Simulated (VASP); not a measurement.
Wanted: the native input for a VASP 6.6.1 run.

```yaml
Task: single point
Functional: r2SCAN
Potentials_or_basis: VASP PAW PBE potentials, release 64 (B)
Cutoff: 520 eV
k_mesh: 23 × 23 × 10
Occupations: fermi-dirac, width 0.15 eV
Spin: no spin polarisation
Dipole_correction: no
Further_INCAR_settings: ALGO = Normal; EDIFF = 1e-06; NBANDS = 8
```

Crystal: B.

```
B
1.0
     1.73648    0.00000    0.00000
    -0.86824    1.50384    0.00000
     0.00000    0.00000    3.49425
B
1
Cartesian
  0.0000 0.0000 0.0000
```

These files were run (other wordings do the same):

POSCAR

```
B
1.0
    1.7364822516      0.0000000000      0.0000000000
   -0.8682411258      1.5038377344      0.0000000000
    0.0000000000      0.0000000000      3.4942549500
B
1
Direct
    0.0000000000      0.0000000000      0.0000000000
```

INCAR.step1

```
PREC = Accurate
ENCUT = 520
ISMEAR = -1
SIGMA = 0.15
LREAL = False
LASPH = True
NELM = 80
NBANDS = 8
GGA = PE
ALGO = Normal
EDIFF = 1E-4
LWAVE = True
LCHARG = False
```

INCAR.step2

```
PREC = Accurate
ENCUT = 520
EDIFF = 1E-6
ISMEAR = -1
SIGMA = 0.15
LREAL = False
LASPH = True
NELM = 80
ALGO = Normal
ISIF = 2
LWAVE = False
LCHARG = True
METAGGA = R2SCAN
LMIXTAU = True
LELF = True
LVHAR = True
NBANDS = 8
ISTART = 1
```

KPOINTS

```
regular mesh
0
Gamma
  23 23 10
```

Potentials or basis: VASP PAW PBE potentials, release 64 (B).

Command:

```console
$ cat potpaw_PBE.64/B/POTCAR > POTCAR
$ cp INCAR.step1 INCAR
$ mpirun -np 1 vasp_std > vasp.out
$ cp INCAR.step2 INCAR
$ mpirun -np 1 vasp_std > vasp.out
```

Results of the run:

- Pressure: -9.0 GPa

Caveat: the PAW data sets were made with another functional, which shifts forces and pressure a little.

Run time: 2.2 min on 1 thread of Intel Xeon 8259CL, on a shared host, peak memory 0.13 GiB.
